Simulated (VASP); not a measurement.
# KTmI4 (P2/m) in VASP: relaxation of cell and atoms with PBE

Aim: the relaxation of cell and atoms of KTmI4 with PBE.

Everything below comes from runs of VASP 6.6.1. Logs are shortened: lines on timing, memory, paths and dates and some standing lists are left out, and cuts for length are marked.

## 1. The cell of the first run

The structure is monoclinic, space group P2/m (No. 10). Conventional cell: a = 7.531 Å, b = 4.545 Å, c = 8.298 Å, α = 90.00°, β = 93.13°, γ = 90.00°. K (site symmetry 2/m) has 6 I at 3.46 to 3.82 Å and 2 K at 4.55 Å within 4.6 Å. Within 3.9 Å of Tm (site symmetry 2/m) lie 6 I at 2.95 to 3.06 Å. Within 4.3 Å of I (site symmetry m) lie 2 Tm at 3.06 Å and 1 K at 3.82 Å and 5 I at 4.11 to 4.26 Å. Within 3.9 Å of I (site symmetry m) lie 1 Tm at 2.95 Å and 2 K at 3.46 Å.

## 2. Relaxation of cell and atoms, PBE

INCAR

```
PREC = Accurate ; ENCUT = 500
EDIFF = 1E-7 ; ISMEAR = 0
SIGMA = 0.01 ; LREAL = F
LASPH = T ; NELM = 200
ALGO = Normal ; ISIF = 3
LWAVE = F ; LCHARG = F
GGA = PE ; IBRION = 2
NSW = 80 ; EDIFFG = -0.001
GGA_COMPAT = F ; NELMIN = 4
LMAXMIX = 6
```

KPOINTS

```
Automatic mesh
0
Gamma
  4 6 4
```

POSCAR

```
KTmI4
1.0
    7.5307962587      0.0000000000     -0.0611213801
    0.0000000000      4.5452614065      0.0000000000
   -0.3860653369      0.0000000000      8.2892339250
K Tm I
1 1 4
Direct
    0.5000000000      0.5000000000      0.5000000000
    0.0000000000      0.0000000000      0.0000000000
    0.2284135557      0.5000000000      0.8756545123
    0.7715864443      0.5000000000      0.1243454877
    0.7871177201      0.0000000000      0.6914218834
    0.2128822799      0.0000000000      0.3085781166
```

Potentials or basis: VASP PAW PBE potentials, release 64 (K_sv, Tm_3, I), 4f in core.

Command:

```bash
> cat potpaw_PBE.64/K_sv/POTCAR potpaw_PBE.64/Tm_3/POTCAR potpaw_PBE.64/I/POTCAR > POTCAR
> mpirun -np 1 vasp_std > vasp.out
```

OUTCAR:

```text
PREC = Accurate
   ENCUT = 500
   EDIFF = 1E-7
   ISMEAR = 0
   LREAL = F
   LASPH = T
   NELM = 200
   ISIF = 3
   GGA = PE
   IBRION = 2
   NSW = 80
   EDIFFG = -0.001
   NELMIN = 4

 ion  position               nearest neighbor table
   1  0.500  0.500  0.500-   5 3.46   6 3.46   5 3.46   6 3.46
   2  0.000  0.000  0.000-   5 2.95   6 2.95   3 3.06   4 3.06   3 3.06   4 3.06
   3  0.228  0.500  0.876-   2 3.06   2 3.06
   4  0.772  0.500  0.124-   2 3.06   2 3.06
   5  0.787  0.000  0.691-   2 2.95   1 3.46   1 3.46
   6  0.213  0.000  0.309-   2 2.95   1 3.46   1 3.46

  LATTYP: Found a simple monoclinic cell.
 ALAT       =     7.5310442910
 B/A-ratio  =     0.6035366718
 C/A-ratio  =     1.1018683595
 COS(beta)  =    -0.0546294799

  Lattice vectors:

 A1 = (   7.5307962587,   0.0000000000,  -0.0611213801)
 A2 = (   0.0000000000,   4.5452614065,   0.0000000000)
 A3 = (  -0.3860653369,   0.0000000000,   8.2892339250)

Analysis of symmetry for initial positions (statically):
=====================================================================
 Subroutine PRICEL returns:
 Original cell was already a primitive cell.

 Routine SETGRP: Setting up the symmetry group for a
 simple monoclinic supercell.

 Subroutine GETGRP returns: Found  4 space group operations
 (whereof  4 operations were pure point group operations)
 out of a pool of  4 trial point group operations.

The static configuration has the point symmetry C_2h.

Analysis of symmetry for dynamics (positions and initial velocities):
=====================================================================
 Subroutine PRICEL returns:
 Original cell was already a primitive cell.

 Routine SETGRP: Setting up the symmetry group for a
 simple monoclinic supercell.

 Subroutine GETGRP returns: Found  4 space group operations
 (whereof  4 operations were pure point group operations)
 out of a pool of  4 trial point group operations.

The dynamic configuration has the point symmetry C_2h.

 Subroutine INISYM returns: Found  4 space group operations
 (whereof  4 operations are pure point group operations),
 and found     1 'primitive' translations

----------------------------------------------------------------------------------------

                                     Primitive cell

  volume of cell :     283.6286

  direct lattice vectors                    reciprocal lattice vectors
     7.530796259  0.000000000 -0.061121380     0.132838297  0.000000000  0.006186852
     0.000000000  4.545261406  0.000000000     0.000000000  0.220009348  0.000000000
    -0.386065337  0.000000000  8.289233925     0.000979495  0.000000000  0.120684029

  length of vectors
     7.531044291  4.545261406  8.298219418     0.132982293  0.220009348  0.120688004

  position of ions in fractional coordinates (direct lattice)
     0.500000000  0.500000000  0.500000000
     0.000000000  0.000000000  0.000000000
     0.228413556  0.500000000  0.875654512
     0.771586444  0.500000000  0.124345488
     0.787117720  0.000000000  0.691421883
     0.212882280  0.000000000  0.308578117

  ion indices of the primitive-cell ions
   primitive index   ion index
                 1           1
                 2           2
                 3           3
                 4           4
                 5           5
                 6           6

----------------------------------------------------------------------------------------

 KPOINTS: Automatic mesh

Automatic generation of k-mesh.
 Grid dimensions read from file:
 generate k-points for:    4    6    4

 Generating k-lattice:

  Cartesian coordinates                     Fractional coordinates (reciprocal lattice)
     0.033209574  0.000000000  0.001546713     0.250000000  0.000000000  0.000000000
     0.000000000  0.036668225  0.000000000     0.000000000  0.166666667  0.000000000
     0.000244874  0.000000000  0.030171007     0.000000000  0.000000000  0.250000000

  Length of vectors
     0.033245573  0.036668225  0.030172001

  Shift w.r.t. Gamma in fractional coordinates (k-lattice)
     0.000000000  0.000000000  0.000000000

 Subroutine IBZKPT returns following result:
 ===========================================

 Found     40 irreducible k-points:

 Following reciprocal coordinates:
            Coordinates               Weight
  0.000000  0.000000  0.000000      1.000000
  0.250000  0.000000  0.000000      2.000000
  0.500000  0.000000  0.000000      1.000000
  0.000000  0.166667  0.000000      2.000000
  0.250000  0.166667  0.000000      4.000000
  0.500000  0.166667  0.000000      2.000000
[... 16 lines left out ...]
  0.500000  0.333333  0.250000      4.000000
 -0.250000  0.333333  0.250000      4.000000
 [... further k-points ...]
   k-points           NKPTS =     40   k-points in BZ     NKDIM =     40   number of bands    NBANDS=     27
   number of dos      NEDOS =    301   number of ions     NIONS =      6
   total plane-waves  NPLWV = 129024
   dimension x,y,z NGX =    56 NGY =   36 NGZ =   64
   dimension x,y,z NGXF=   112 NGYF=   72 NGZF=  128
   ions per type =               1   1   4
   NGX,Y,Z   is equivalent  to a cutoff of  12.36, 13.17, 12.82 a.u.
   NGXF,Y,Z  is equivalent  to a cutoff of  24.72, 26.33, 25.64 a.u.
 SYSTEM =  unknown system
   PREC   = accura    normal or accurate (medium, high low for compatibility)
   ISTART =      0    job   : 0-new  1-cont  2-samecut
   ICHARG =      2    charge: 1-file 2-atom 10-const
   ISPIN  =      1    spin polarized calculation?
   LNONCOLLINEAR =      F non collinear calculations
   LSORBIT =      F    spin-orbit coupling
   LASPH  =      T    aspherical Exc in radial PAW
   ENCUT  =  500.0 eV  36.75 Ry    6.06 a.u.  13.73  8.29 15.13*2*pi/ulx,y,z
   NELM   =    200;   NELMIN=  4; NELMDL= -5     # of ELM steps
   EDIFF  = 0.1E-06   stopping-criterion for ELM
   LREAL  =      F    real-space projection
   EDIFFG = -.1E-02   stopping-criterion for IOM
   NSW    =     80    number of steps for IOM
   IBRION =      2    ionic relax: 0-MD 1-quasi-New 2-CG
   NFREE  =      1    steps in history (QN), initial steepest desc. (CG)
   ISIF   =      3    stress and relaxation
   ISYM   =      2    0-nonsym 1-usesym 2-fastsym
   POTIM  = 0.5000    time-step for ionic-motion
   TEBEG  =    0.0;   TEEND  =   0.0 temperature during run
   PSTRESS=    0.0 pullay stress
   NELECT =      46.0000    total number of electrons
   NUPDOWN=      -1.0000    fix difference up-down
   EMIN   =  10.00;   EMAX   =-10.00  energy-range for DOS
   EFERMI =   0.00;   METHOD = LEGACY
   ISMEAR =     0;   SIGMA  =   0.01  broadening in eV -4-tet -1-fermi 0-gaus
   EFERMI_NEDOS =   21; number of points for ismear=-14 and -15
   IALGO  =     38    algorithm
   IMIX   =      4    mixing-type and parameters
     AMIX     =   0.40;   BMIX     =  1.00
     AMIX_MAG =   1.60;   BMIX_MAG =  1.00
  volume/ion in A,a.u.               =      47.27       319.00
  Fermi-wavevector in a.u.,A,eV,Ry     =   0.892779  1.687108 10.844590  0.797055
  Thomas-Fermi vector in A             =   2.014772
   LORBIT       =      0    0 simple, 1 ext, 2 COOP (PROOUT), +10 PAW based schemes
   GGA     = PE    functional components
   LHFCALC =     F    Hartree Fock is set to
   AEXX    =    0.0000 exact exchange contribution
   IVDW    =     0    specifies the selected vdW correction
   LEPSILON=     F    determine dielectric tensor
   LRPA    =     F    only Hartree local field effects (RPA)
 conjugate gradient relaxation of ions
 non-spin polarized calculation
 Gauss-broadening in eV      SIGMA  =   0.01
  energy-cutoff  :      500.00
  volume of cell :      283.63
 maximum number of plane-waves:      7232
 NGX is ok and might be reduce to    56
   NGX = 27   NGY = 17   NGZ = 31

--------------------------------------- Ionic step        1  -------------------------------------------

 number of electron      46.0000003 magnetization

 Free energy of the ion-electron system (eV)
  ---------------------------------------------------
  ext. energy  EPLUGINS =         0.00000000
  ---------------------------------------------------
  free energy    TOTEN  =       -19.93122393 eV

  energy without entropy =      -19.93122393  energy(sigma->0) =      -19.93122393

------------------------ aborting loop because EDIFF is reached ----------------------------------------

  FORCE on cell =-STRESS in cart. coord.  units (eV):
  Direction    XX          YY          ZZ          XY          YZ          ZX
  --------------------------------------------------------------------------------------
  -------------------------------------------------------------------------------------
  Total        0.1670995      0.1217885      0.1318577      0.0000000      0.0000000      0.0127852
  in kB        0.9439210      0.6879660      0.7448452      0.0000000      0.0000000      0.0722220
  external PRESSURE =       0.7922441 kB  Pullay stress =       0.0000000 kB
[... 101 lines left out ...]
  FREE ENERGIE OF THE ION-ELECTRON SYSTEM (eV)
  ---------------------------------------------------
  free  energy   TOTEN  =       -19.9314974388 eV

  energy  without entropy=      -19.9314974388  energy(sigma->0) =      -19.93149744

[... ionic steps 4 to 38 ...]

--------------------------------------- Ionic step       39  -------------------------------------------

 number of electron      46.0000005 magnetization

------------------------ aborting loop because EDIFF is reached ----------------------------------------

  FORCE on cell =-STRESS in cart. coord.  units (eV):
  Direction    XX          YY          ZZ          XY          YZ          ZX
  --------------------------------------------------------------------------------------
  -------------------------------------------------------------------------------------
  Total        0.0082638      0.0085323      0.0004817      0.0000000      0.0000000     -0.0098783
  in kB        0.0464341      0.0479427      0.0027068      0.0000000      0.0000000     -0.0555059
  external PRESSURE =       0.0323612 kB  Pullay stress =       0.0000000 kB
[... 65 lines left out ...]
  energy  without entropy=      -19.9318458988  energy(sigma->0) =      -19.93184590

--------------------------------------- Ionic step       41  -------------------------------------------

 number of electron      46.0000005 magnetization

 Free energy of the ion-electron system (eV)
  ---------------------------------------------------
  ext. energy  EPLUGINS =         0.00000000
  ---------------------------------------------------
  free energy    TOTEN  =       -19.93184815 eV

  energy without entropy =      -19.93184815  energy(sigma->0) =      -19.93184815

 E-fermi :   0.3498     XC(G=0):  -7.1816

 val. band max:        0.2573770716   @ k =   0.0000   0.0000   0.0000
 cond. band min:       2.8257532370   @ k =   0.0000   0.0000   0.0000
 fundamental gap:      2.5683761654
 Fermi energy:         0.3497962546

 k-point     1 :       0.0000    0.0000    0.0000
  band No.  band energies     occupation
      1     -28.8793      2.00000
      2     -24.9338      2.00000
      3     -24.8798      2.00000
      4     -24.8202      2.00000
      5     -12.3963      2.00000
      6     -12.3885      2.00000
[... 709 lines left out ...]
     26       3.9678      0.00000
     27       4.8431      0.00000

 [... further k-points ...]

------------------------ aborting loop because EDIFF is reached ----------------------------------------

  FORCE on cell =-STRESS in cart. coord.  units (eV):
  Direction    XX          YY          ZZ          XY          YZ          ZX
  --------------------------------------------------------------------------------------
  -------------------------------------------------------------------------------------
  Total        0.0052145      0.0038487      0.0043839      0.0000000      0.0000000     -0.0054830
  in kB        0.0292988      0.0216248      0.0246319      0.0000000      0.0000000     -0.0308077
  external PRESSURE =       0.0251851 kB  Pullay stress =       0.0000000 kB
[... 21 lines left out ...]
  FREE ENERGIE OF THE ION-ELECTRON SYSTEM (eV)
  ---------------------------------------------------
  free  energy   TOTEN  =       -19.9318481524 eV

  energy  without entropy=      -19.9318481524  energy(sigma->0) =      -19.93184815

 reached required accuracy - stopping structural energy minimisation
```

Run time: 53 min. Hardware: 1 thread of Intel Xeon 6975P-C (Granite Rapids), shared host; peak memory 0.59 GiB.

What came out:

```yaml
Free_energy: -19.9318 eV
Relaxed_volume: 47.52 Å³/atom
Relaxed_cell: a = 7.619 Å, b = 4.549 Å, c = 8.242 Å, α = 90.00°, β = 93.48°, γ = 90.00°
Space_group_after_relaxing_to_0.1_Å: P2/m (No. 10)
Energy_gained_by_relaxing: 0.1 meV/atom
Ionic_steps: 41
Pressure_after_relaxing: 0.0 GPa
Band_gap_on_the_k_mesh: 2.57 eV
```

The path:
| step | energy change (eV) | largest force (eV/Å) | pressure (GPa) | volume (Å³) |
| --- | --- | --- | --- | --- |
| 1 | 0.0000 | 0.0240 | 0.08 | 283.63 |
| 3 | -0.0003 | 0.0036 | 0.00 | 284.55 |
| 5 | -0.0003 | 0.0040 | 0.00 | 284.55 |
| 7 | -0.0003 | 0.0070 | 0.00 | 284.59 |
| 9 | -0.0003 | 0.0102 | -0.01 | 284.74 |
| 11 | -0.0004 | 0.0126 | -0.01 | 284.86 |
| 13 | -0.0004 | 0.0072 | 0.01 | 284.72 |
| 15 | -0.0004 | 0.0059 | 0.01 | 284.66 |
| 17 | -0.0005 | 0.0054 | 0.01 | 284.90 |
| 19 | -0.0005 | 0.0108 | -0.01 | 285.95 |
| 21 | -0.0006 | 0.0101 | 0.00 | 285.51 |
| 23 | -0.0006 | 0.0029 | -0.01 | 285.55 |
| 25 | -0.0006 | 0.0031 | -0.01 | 285.55 |
| 27 | -0.0006 | 0.0028 | 0.00 | 285.43 |
| 29 | -0.0006 | 0.0020 | 0.00 | 285.42 |
| 31 | -0.0006 | 0.0023 | 0.00 | 285.36 |
| 33 | -0.0006 | 0.0017 | 0.00 | 285.31 |
| 35 | -0.0006 | 0.0020 | 0.00 | 285.22 |
| 37 | -0.0006 | 0.0032 | 0.00 | 285.19 |
| 39 | -0.0006 | 0.0020 | 0.00 | 285.14 |
| 41 | -0.0006 | 0.0009 | 0.00 | 285.15 |

Final structure:
```
CELL_PARAMETERS angstrom
7.61830 0.00000 -0.08077
0.00000 4.54943 0.00000
-0.41261 0.00000 8.23166
ATOMIC_POSITIONS crystal
K 0.50000 0.50000 0.50000
Tm 0.00000 0.00000 0.00000
I 0.22581 0.50000 0.87499
I 0.77419 0.50000 0.12501
I 0.78822 0.00000 0.68837
I 0.21178 0.00000 0.31163
```

Caveat: spin-orbit coupling is left out, which moves the levels of the heavy elements; the 4f electrons are frozen in the core, so they carry no moment and show no levels.
